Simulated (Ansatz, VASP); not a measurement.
## C in VASP and in Ansatz

The input POSCAR:

```
C
1.0
    0.0000000000      1.7801241411      1.7801241411
    1.6993065051      0.0000000000      1.7801241411
    1.6993065051      1.7801241411      0.0000000000
C
2
Direct
    0.0000000000      0.0000000000      0.0000000000
    0.2500000000      0.2500000000      0.2500000000
```

Contents of INCAR.step1:

```
SYSTEM = C
PREC = Accurate
ENCUT = 520
ISMEAR = 0
SIGMA = 0.01
LREAL = .False.
LASPH = .True.
NELM = 60
NBANDS = 11
GGA = PE
ALGO = Normal
EDIFF = 1E-4
LWAVE = .True.
LCHARG = .False.
```

The input INCAR.step2:

```
SYSTEM = C
PREC = Accurate
ENCUT = 520
EDIFF = 1E-6
ISMEAR = 0
SIGMA = 0.01
LREAL = .False.
LASPH = .True.
NELM = 60
ALGO = Normal
ISIF = 2
LWAVE = .False.
LCHARG = .False.
METAGGA = R2SCAN
LMIXTAU = .True.
NBANDS = 11
ISTART = 1
```

KPOINTS

```
regular mesh
0
Gamma
  12 12 12
  0 0 0
```

Input for Ansatz:

```yaml
crystal:
  lattice:
    - [0.0, 1.7801241411, 1.7801241411]
    - [1.6993065051, 0.0, 1.7801241411]
    - [1.6993065051, 1.7801241411, 0.0]
  atoms:
    - { symbol: C, position: [0.0, 0.0, 0.0] }
    - { symbol: C, position: [0.25, 0.25, 0.25] }
kpoints:
  mp_grid: { grid: [12, 12, 12] }
  band_path:
    path:
      - [0.0, 0.0, 0.0]
      - [0.5, 0.0, 0.5]
      - [0.625, 0.25, 0.625]
      - [0.375, 0.375, 0.75]
      - [0.5, 0.5, 0.5]
      - [0.5, 0.25, 0.75]
      - [0.35, 0.0, 0.35]
    npoints: 1
hamiltonian:
  xc: r2scan
scf:
  occupations: { method: fixed }
  n_extra_bands: 4
output:
  forces: true
  stress: true
  eigenvalues: true
```

Change from the starting cell: uniaxial_x strain -4.5%.

Alike in both runs: task single point; functional r2SCAN; k mesh 12 × 12 × 12; no spin polarisation.

```csv
,VASP,Ansatz
version,VASP 6.6.1,Ansatz 0.2.0
potentials or method,"VASP PAW PBE potentials, release 64 (C)","plane waves, PAW"
plane-wave cutoff (eV),520,500
occupations,"gaussian, width 0.01 eV",fixed
valence electrons in the cell,8,8
```

|  | VASP | Ansatz | Ansatz less VASP |
| --- | --- | --- | --- |
| gap on the k mesh at the Fermi level (eV) | 3.21 | 3.24 | +0.032 |
| pressure (GPa) | 24.2 | 22.9 | -1.32 |
| traceless stress, the component that is largest in VASP (GPa) | 30.67 | 30.72 | +0.057 |

VASP's potentials were made for PBE, not for r2SCAN.
